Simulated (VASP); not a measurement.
# Mo (Im-3m) in VASP: a series of runs, part 2 of 2

VASP 6.6.1. Earlier steps stand in the parts before.

## 3. Relaxation of cell and atoms, LDA

This run uses another cell than the first one, of 15.59 Å³/atom, 1.033 times its volume.

INCAR reads:

```
  ALGO = Normal
  EDIFF = 1E-7
  EDIFFG = -0.01
  ENCUT = 600
  IBRION = 2
  ISIF = 3
  ISMEAR = -1
  LASPH = True
  LCHARG = False
  LREAL = False
  LWAVE = False
  NELM = 80
  NSW = 80
  PREC = Accurate
  SIGMA = 0.1
```

KPOINTS reads:

```
k-points
0
Gamma
  14 14 14
```

POSCAR reads:

```
Mo
1.0
   -1.5736500000      1.5736500000      1.5736500000
    1.5736500000     -1.5736500000      1.5736500000
    1.5736500000      1.5736500000     -1.5736500000
Mo
1
Direct
    0.0000000000      0.0000000000      0.0000000000
```

Potentials or basis: VASP PAW LDA potentials, release 64 (Mo_sv).

Command:

```console
$ cat potpaw_LDA.64/Mo_sv/POTCAR > POTCAR
$ mpirun -np 1 vasp_std > vasp.out
```

OUTCAR:

```text
EDIFF = 1E-7
   EDIFFG = -0.01
   ENCUT = 600
   IBRION = 2
   ISIF = 3
   ISMEAR = -1
   LASPH = True
   LREAL = False
   NELM = 80
   NSW = 80
   PREC = Accurate

 ion  position               nearest neighbor table
   1  0.000  0.000  0.000-

  LATTYP: Found a body centered cubic cell.
 ALAT       =     3.1473000000

  Lattice vectors:

 A1 = (  -1.5736500000,   1.5736500000,   1.5736500000)
 A2 = (   1.5736500000,  -1.5736500000,   1.5736500000)
 A3 = (   1.5736500000,   1.5736500000,  -1.5736500000)

Analysis of symmetry for initial positions (statically):
=====================================================================
 Subroutine PRICEL returns:
 Original cell was already a primitive cell.

 Routine SETGRP: Setting up the symmetry group for a
 body centered cubic supercell.

 Subroutine GETGRP returns: Found 48 space group operations
[... 9 lines left out ...]

 Routine SETGRP: Setting up the symmetry group for a
 body centered cubic supercell.

 Subroutine GETGRP returns: Found 48 space group operations
[... 11 lines left out ...]
                                     Primitive cell

  volume of cell :      15.5878

  direct lattice vectors                    reciprocal lattice vectors
    -1.573650000  1.573650000  1.573650000     0.000000000  0.317732660  0.317732660
     1.573650000 -1.573650000  1.573650000     0.317732660  0.000000000  0.317732660
     1.573650000  1.573650000 -1.573650000     0.317732660  0.317732660  0.000000000

  length of vectors
     2.725641753  2.725641753  2.725641753     0.449341837  0.449341837  0.449341837

  position of ions in fractional coordinates (direct lattice)
     0.000000000  0.000000000  0.000000000

  ion indices of the primitive-cell ions
   primitive index   ion index
                 1           1

----------------------------------------------------------------------------------------

 KPOINTS: k-points

Automatic generation of k-mesh.
 Grid dimensions read from file:
 generate k-points for:   14   14   14

 Generating k-lattice:

[... 95 lines left out ...]
  volume of cell :       15.59
 maximum number of plane-waves:       539
 NGX is ok and might be reduce to    24
   NGX = 11   NGY = 11   NGZ = 11

--------------------------------------- Ionic step        1  -------------------------------------------

 number of electron      14.0000002 magnetization

 Free energy of the ion-electron system (eV)
  ---------------------------------------------------
  ext. energy  EPLUGINS =         0.00000000
  ---------------------------------------------------
  free energy    TOTEN  =       -12.12047118 eV

  energy without entropy =      -12.09123630  energy(sigma->0) =      -12.10585374

------------------------ aborting loop because EDIFF is reached ----------------------------------------

  FORCE on cell =-STRESS in cart. coord.  units (eV):
  Direction    XX          YY          ZZ          XY          YZ          ZX
  --------------------------------------------------------------------------------------
  -------------------------------------------------------------------------------------
  Total       -0.7603900     -0.7603900     -0.7603900      0.0000000      0.0000000      0.0000000
  in kB      -78.1560413    -78.1560413    -78.1560413      0.0000000      0.0000000      0.0000000
  external PRESSURE =     -78.1560413 kB  Pullay stress =       0.0000000 kB
[... 92 lines left out ...]
--------------------------------------- Ionic step        4  -------------------------------------------

 number of electron      13.9999999 magnetization

 Free energy of the ion-electron system (eV)
  ---------------------------------------------------
  ext. energy  EPLUGINS =         0.00000000
  ---------------------------------------------------
  free energy    TOTEN  =       -12.13143749 eV

  energy without entropy =      -12.10172197  energy(sigma->0) =      -12.11657973

 E-fermi :  13.0087     XC(G=0): -13.7799

 val. band max:       12.9986554021   @ k =  -0.2857   0.3571   0.2143
 cond. band min:      13.0267451925   @ k =  -0.1429   0.2143   0.0714
 fundamental gap:      0.0280897904
 Fermi energy:        13.0086987351

 k-point     1 :       0.0000    0.0000    0.0000
  band No.  band energies     occupation
      1     -47.9693      2.00000
      2     -21.3331      2.00000
      3     -21.3331      2.00000
      4     -21.3331      2.00000
      5       5.6529      2.00000
      6      11.5378      2.00000
      7      11.5378      2.00000
      8      11.5378      2.00000
      9      14.6595      0.00000
     10      14.6595      0.00000
     11      27.8490      0.00000
[... 309 lines left out ...]
 k-point    24 :       0.3571    0.2857    0.0000
  band No.  band energies     occupation
      1     -47.6248      2.00000
      2     -22.5384      2.00000
      3     -22.2982      2.00000
      4     -21.5295      2.00000
      5       8.9457      2.00000
      6      10.2221      2.00000
      7      11.0241      2.00000
      8      14.9264      0.00000
      9      15.4491      0.00000
     10      22.7526      0.00000
     11      23.4422      0.00000

 [... further k-points ...]
[... 5 lines left out ...]
  --------------------------------------------------------------------------------------
  -------------------------------------------------------------------------------------
  Total       -0.0029807     -0.0029807     -0.0029807     -0.0000000     -0.0000000      0.0000000
  in kB       -0.3152152     -0.3152152     -0.3152152     -0.0000000     -0.0000000      0.0000000
  external PRESSURE =      -0.3152152 kB  Pullay stress =       0.0000000 kB
[... 16 lines left out ...]
  FREE ENERGIE OF THE ION-ELECTRON SYSTEM (eV)
  ---------------------------------------------------
  free  energy   TOTEN  =       -12.1314374850 eV

  energy  without entropy=      -12.1017219727  energy(sigma->0) =      -12.11657973

 reached required accuracy - stopping structural energy minimisation
```

OSZICAR:

```text
N       E                     dE             d eps       ncg     rms          rms(c)
DAV:   1     0.106244181874E+03    0.10624E+03   -0.87185E+03  2296   0.145E+03
DAV:   2    -0.112623871935E+02   -0.11751E+03   -0.11392E+03  2408   0.375E+02
[... 29 lines left out ...]
   3 F= -.12131424E+02 E0= -.12116574E+02  d E =-.109528E-01
       N       E                     dE             d eps       ncg     rms          rms(c)
DAV:   1    -0.121315837884E+02   -0.15976E-03   -0.36646E-03  2384   0.890E-01    0.148E-01
DAV:   2    -0.121314445454E+02    0.13924E-03   -0.30277E-04  2372   0.233E-01    0.217E-02
DAV:   3    -0.121314360114E+02    0.85340E-05   -0.40142E-05  2487   0.824E-02    0.227E-02
DAV:   4    -0.121314374894E+02   -0.14780E-05   -0.83145E-07  2360   0.104E-02    0.841E-04
DAV:   5    -0.121314374850E+02    0.43833E-08   -0.65225E-08  1435   0.346E-03
   4 F= -.12131437E+02 E0= -.12116580E+02  d E =-.109663E-01
```

Run time: 61 s. Hardware: 1 thread of Intel Xeon 8259CL, shared host; peak memory 0.15 GiB.

Results:

```yaml
Free_energy: -12.1314 eV
Relaxed_volume: 15.15 Å³/atom
Relaxed_cell: a = 2.700 Å, b = 2.700 Å, c = 2.700 Å, α = 109.47°, β = 109.47°, γ = 109.47°
Space_group_after_relaxing_to_0.05_Å: Im-3m (No. 229)
Energy_gained_by_relaxing: 11.0 meV/atom
Ionic_steps: 4
Pressure_after_relaxing: 0.0 GPa
Band_gap_on_the_k_mesh: zero (band 7 reaches 17.16 eV, above the bottom of band 8 at 11.54 eV)
```

The path:
```tsv
step	energy change (eV)	largest force (eV/Å)	pressure (GPa)	volume (Å³)
1	0.0000	0.0000	-7.82	15.59
2	0.0903	0.0000	28.65	13.93
3	-0.0110	0.0000	-0.29	15.16
4	-0.0110	0.0000	-0.03	15.15
```

Final structure:
```
Mo
1.0
    -1.55878    1.55878    1.55878
     1.55878   -1.55878    1.55878
     1.55878    1.55878   -1.55878
Mo
1
Direct
  0.00000 0.00000 0.00000
```

LDA usually gives volumes a few per cent too small. Zero-point motion and thermal expansion aren't in these numbers.
